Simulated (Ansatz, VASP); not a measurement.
## One calculation of Fe, two programs

```
CELL_PARAMETERS angstrom
-1.34982 1.34982 1.34982
1.34982 -1.34982 1.34982
1.34982 1.34982 -1.34982
ATOMIC_POSITIONS crystal
Fe 0.00000 0.00000 0.00000
```

Alike in both runs: task single point; functional LDA; k mesh 16 × 16 × 16; occupations fermi-dirac, width 0.2 eV; no spin polarisation.

|  | VASP | Ansatz |
| --- | --- | --- |
| version | VASP 6.6.1 | Ansatz 0.2.0 |
| potentials or method | VASP PAW LDA potentials, release 64 (Fe), cutoff 600 eV | plane waves (420 eV) with PAW, scalar-relativistic |
| valence electrons in the cell | 8 | 16 |

Ansatz gave:

```
pressure (GPa) : 2.7
```

What did VASP give for the same quantities?

Pressure (GPa): 2.4.

Ansatz warns that its potentials were made for another functional, while VASP's fit it. LDA's correlation is that of Perdew and Zunger in VASP and of Perdew and Wang (1992) in Ansatz. VASP's potentials hold 8 valence electrons a cell and Ansatz's 16, so a difference there can come from the potentials and not from the codes.
